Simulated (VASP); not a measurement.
A run of VASP 6.6.1:

File INCAR:

```
SYSTEM = Al18H
ALGO     = Normal         ! electronic algorithm
DIPOL    = 0.5 0.5 0.325
EDIFF    = 1E-6           ! SCF threshold, eV
ENCUT    = 520            ! plane-wave cutoff, eV
GGA      = PE             ! functional
IDIPOL   = 3            
ISIF     = 2              ! what is computed and relaxed
ISMEAR   = 0              ! smearing method
LASPH    = .TRUE.         ! aspherical terms in the spheres
LCHARG   = .FALSE.        ! write CHGCAR
LDIPOL   = .TRUE.       
LREAL    = Auto         
LWAVE    = .FALSE.        ! write WAVECAR
NBANDS   = 42             ! bands
NELM     = 100            ! most SCF steps
PREC     = Accurate       ! precision mode
SIGMA    = 0.1            ! smearing width, eV
```

File KPOINTS:

```
k-points
0
G
  5 3 1
  0 0 0
```

File POSCAR:

```
Al18H
1.0
    5.7070863110      0.0000000000      0.0000000000
   -1.4267715777      9.7014842373      0.0000000000
    0.0000000000      0.0000000000     20.2903703481
Al H
18 1
Direct
    0.2662216041      0.0648864163      0.1971378507
    0.7662216041      0.0648864163      0.1971378507
    0.3354806058      0.3419224231      0.2462112388
    0.8354806058      0.3419224231      0.2462112388
    0.1493324061      0.5973296244      0.2560259164
    0.6493324061      0.5973296244      0.2560259164
    0.4631842064      0.8527368258      0.2658405941
    0.9631842064      0.8527368258      0.2658405941
    0.0319772070      0.1277109165      0.3154271774
    0.5319772070      0.1277109165      0.3154271774
    0.0997917582      0.4042231291      0.3707799915
    0.5997917582      0.4042231291      0.3707799915
    0.4144000518      0.6596656508      0.3785021759
    0.9144000518      0.6596656508      0.3785021759
    0.2263076905      0.9110819252      0.3874246333
    0.7263076905      0.9110819252      0.3874246333
    0.2962427210      0.1814071991      0.4332286793
    0.7962427210      0.1814071991      0.4332286793
    0.6712427210      0.9314071991      0.4659983428
```

Potentials or basis: VASP PAW PBE potentials, release 64 (Al, H).

Launch:

```bash
$ cat potpaw_PBE.64/Al/POTCAR potpaw_PBE.64/H/POTCAR > POTCAR
$ mpirun -np 1 vasp_std > vasp.out
```

Hardware: 1 thread of AMD EPYC 7R43 64-Core Processor (Zen 3) (shared host).

Q: Estimate the wall time of this run.

A: It took 40 min on 1 thread of AMD EPYC 7R43 64-Core Processor (Zen 3) (shared host), peak memory 1.1 GiB. Counts: scf iterations 26, k points 8.
